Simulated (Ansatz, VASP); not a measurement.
# Two plane-wave programs on Pd

```
CELL_PARAMETERS angstrom
0.00000 1.93350 1.93350
1.93350 0.00000 1.93350
1.93350 1.93350 0.00000
ATOMIC_POSITIONS crystal
Pd 0.00000 0.00000 0.00000
```

Alike in both runs: task single point; functional PBE; k mesh 14 × 14 × 14; occupations fermi-dirac, width 0.05 eV; no spin polarisation.

|  | VASP | Ansatz |
| --- | --- | --- |
| version | VASP 6.6.1 | Ansatz 0.2.0 |
| potentials or method | VASP PAW PBE potentials, release 64 (Pd), cutoff 520 eV | PAW, plane waves, scalar-relativistic |
| valence electrons in the cell | 10 | 18 |

Ansatz gave:

| Quantity | Value |
| --- | --- |
| pressure (GPa) | 11.7 |

Problem. Which values does VASP return?

Solution. Pressure (GPa): 11.4.

With one functional, cell and mesh, what is left measures potentials, basis and numerics. VASP's potentials hold 10 valence electrons a cell and Ansatz's 18, so a difference there can come from the potentials and not from the codes.
